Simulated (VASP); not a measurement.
Crystal: WSe2.

```
W Se
1.0
     3.27904    0.00000    0.00000
    -1.63952    2.83973    0.00000
     0.00000    0.00000   12.79283
W Se
2 4
Direct
  0.66667 0.33333 0.25002
  0.33333 0.66667 0.74998
  0.33333 0.66667 0.38168
  0.66667 0.33333 0.88164
  0.33333 0.66667 0.11836
  0.66667 0.33333 0.61832
```

```yaml
Program: VASP 6.6.1
Task: relaxation of cell and atoms
Functional: PBEsol
Potentials_or_basis: VASP PAW PBE potentials, release 64 (W_sv, Se)
Cutoff: 600 eV
k_mesh: 12 × 12 × 2
Occupations: gaussian, width 0.02 eV
Spin: no spin polarisation
```

At the start: pressure -0.7 GPa; volume 19.85 Å³/atom.

Problem. Where does the relaxation end?

Solution. Over 10 steps the energy falls by 3.5 meV/atom and the volume is 20.51 Å³/atom (+3.3 %); space group P6_3/mmc (No. 194, to 0.05 Å).

Step by step:
| step | energy change (eV) | largest force (eV/Å) | pressure (GPa) | volume (Å³) |
| --- | --- | --- | --- | --- |
| 1 | 0.0000 | 0.2276 | -0.73 | 119.12 |
| 2 | 0.0050 | 0.1727 | 2.20 | 117.58 |
| 3 | -0.0034 | 0.0739 | 0.39 | 118.51 |
| 4 | -0.0071 | 0.0685 | 0.36 | 118.89 |
| 5 | -0.0149 | 0.0535 | 0.32 | 120.00 |
| 6 | -0.0190 | 0.0242 | 0.36 | 122.21 |
| 7 | -0.0174 | 0.0783 | -1.01 | 124.39 |
| 8 | -0.0205 | 0.0463 | -0.20 | 123.10 |
| 9 | -0.0181 | 0.1560 | 0.69 | 122.91 |
| 10 | -0.0208 | 0.0047 | 0.00 | 123.05 |

Final structure:
```
CELL_PARAMETERS angstrom
3.27338 0.00000 0.00000
-1.63669 2.83483 0.00000
0.00000 0.00000 13.26024
ATOMIC_POSITIONS crystal
W 0.66667 0.33333 0.25001
W 0.33333 0.66667 0.74999
Se 0.33333 0.66667 0.37645
Se 0.66667 0.33333 0.87643
Se 0.33333 0.66667 0.12357
Se 0.66667 0.33333 0.62355
```

Caveat: the PAW data sets were made with another functional, which shifts forces and pressure a little.
